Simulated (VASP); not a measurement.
Crystal: AlNi.

```
CELL_PARAMETERS angstrom
2.88100 0.00000 0.00000
0.00000 2.88100 0.00000
0.00000 0.00000 2.90981
ATOMIC_POSITIONS crystal
Ni 0.50000 0.50000 0.50000
Al 0.00000 0.00000 0.00000
```

Base run:

* Program: VASP 6.6.1
* Functional: PBE
* Potentials or basis: VASP PAW PBE potentials, release 64 (Ni, Al)
* Cutoff: 520 eV
* k mesh: 8 × 8 × 8
* Occupations: fermi-dirac, width 0.05 eV
* Spin: collinear spin, ferromagnetic start
* Starting moments: [1.0, 0.0] μB

Its results: pressure 0.7 GPa; net moment 0.00 μB per cell.

Task: The run is repeated on the same cell with these changes: functional from PBE to PBEsol; further incar settings from ALGO = Fast; EDIFF = 1e-06; NBANDS = 18 to ALGO = Normal; EDIFF = 1e-06; NBANDS = 18. What comes out?

Result: Pressure -4.5 GPa; net moment 0.00 μB per cell.

Caveats: the PAW data sets were made with another functional, which shifts forces and pressure a little (some runs).
